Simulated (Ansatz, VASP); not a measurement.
## Two plane-wave programs on SrO

INCAR

```
SYSTEM = SrO
PREC     = Accurate       ! precision mode
ENCUT    = 600            ! plane-wave cutoff, eV
EDIFF    = 1E-6           ! SCF threshold, eV
ISMEAR   = 0              ! smearing method
SIGMA    = 0.02           ! smearing width, eV
LREAL    = .FALSE.        ! projectors in reciprocal space
LASPH    = .TRUE.         ! aspherical terms in the spheres
NELM     = 120            ! most SCF steps
ALGO     = Normal         ! electronic algorithm
ISIF     = 2              ! what is computed and relaxed
LWAVE    = .FALSE.        ! write WAVECAR
LCHARG   = .FALSE.        ! write CHGCAR
GGA      = PS             ! functional
NBANDS   = 15             ! bands
GGA_COMPAT= .FALSE.
```

File KPOINTS:

```
regular mesh
0
G
  8 8 8
  0 0 0
```

The input POSCAR:

```
SrO
1.0
    0.0000000000      2.5612125450      2.5612125450
    2.5612125450      0.0000000000      2.5612125450
    2.5612125450      2.5612125450      0.0000000000
Sr O
1 1
Direct
    0.0000000000      0.0000000000      0.0000000000
    0.5000000000      0.5000000000      0.5000000000
```

Input for Ansatz:

```yaml
crystal:
  lattice:
    - [0.0, 2.561212545, 2.561212545]
    - [2.561212545, 0.0, 2.561212545]
    - [2.561212545, 2.561212545, 0.0]
  atoms:
    - { symbol: Sr, position: [0.0, 0.0, 0.0] }
    - { symbol: O, position: [0.5, 0.5, 0.5] }
basis:
  ecutwfc: 600.0
kpoints:
  mp_grid: { grid: [8, 8, 8] }
hamiltonian:
  xc: pbesol
scf:
  occupations: { method: gaussian, width: 0.02 }
output:
  forces: true
  stress: true
  eigenvalues: true
```

Alike in both runs: task single point; functional PBEsol; k mesh 8 × 8 × 8; occupations gaussian, width 0.02 eV; no spin polarisation.

|  | VASP | Ansatz |
| --- | --- | --- |
| version | VASP 6.6.1 | Ansatz 0.2.0 |
| potentials or method | VASP PAW PBE potentials, release 64 (Sr_sv, O), cutoff 600 eV | scalar-relativistic, plane waves, PAW |
| valence electrons in the cell | 16 | 16 |

Ansatz gave:

| Property | Result |
| --- | --- |
| gap on the k mesh at the Fermi level (eV) | 3.20 |
| least direct gap on the mesh (eV) | 3.26 |
| pressure (GPa) | 0.0 |

Question: Estimate VASP's values.

Answer: gap on the k mesh at the Fermi level (eV): 3.15; least direct gap on the mesh (eV): 3.23; pressure (GPa): 0.6.

VASP's potentials were made for PBE, not for PBEsol.
